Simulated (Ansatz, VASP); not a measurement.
# TaN: VASP beside Ansatz

File POSCAR:

```
TaN
1.0
    0.0000000000      2.1790000000      2.1790000000
    2.1790000000      0.0000000000      2.1790000000
    2.1790000000      2.1790000000      0.0000000000
Ta N
1 1
Direct
    0.5000000000      0.5000000000      0.5000000000
    0.0000000000      0.0000000000      0.0000000000
```

File INCAR.step1:

```
ALGO = Normal
EDIFF = 1E-5
ENCUT = 660
GGA = PE
GGA_COMPAT = F
ISMEAR = 0
LASPH = T
LCHARG = F
LREAL = F
LWAVE = T
NBANDS = 16
NELM = 120
PREC = Accurate
SIGMA = 0.15
```

INCAR.step2

```
ALGO = Normal
EDIFF = 1E-6
ENCUT = 660
GGA_COMPAT = F
ISIF = 2
ISMEAR = 0
ISTART = 1
LASPH = T
LCHARG = F
LMIXTAU = T
LREAL = F
LWAVE = F
METAGGA = R2SCAN
NBANDS = 16
NELM = 120
PREC = Accurate
SIGMA = 0.15
```

File KPOINTS:

```
k-points
0
Gamma
  18 18 18
```

Input for Ansatz:

```yaml
crystal:
  lattice:
    - [0.0, 2.179, 2.179]
    - [2.179, 0.0, 2.179]
    - [2.179, 2.179, 0.0]
  atoms:
    - { symbol: Ta, position: [0.5, 0.5, 0.5] }
    - { symbol: "N", position: [0.0, 0.0, 0.0] }
basis:
  ecutwfc: 500
kpoints:
  mp_grid: { grid: [18, 18, 18] }
hamiltonian:
  xc: r2scan
scf:
  occupations: { method: gaussian, width: 0.15 }
output:
  forces: true
  stress: true
  eigenvalues: true
```

Alike in both runs: task single point; functional r2SCAN; k mesh 18 × 18 × 18; occupations gaussian, width 0.15 eV; no spin polarisation.

```csv
,VASP,Ansatz
version,VASP 6.6.1,Ansatz 0.2.0
potentials or method,"VASP PAW PBE potentials, release 64 (Ta_sv_GW, N), cutoff 660 eV","scalar-relativistic, plane waves, PAW"
valence electrons in the cell,18,18
```

```tsv
	VASP	Ansatz	Ansatz less VASP
gap on the k mesh at the Fermi level (eV)	none	none	-
pressure (GPa)	9.8	9.8	0.00
```

VASP's potentials were made for PBE, not for r2SCAN. A gap of «none» marks a metal or a gap that the smearing closes.

Neither program's run includes spin-orbit coupling.
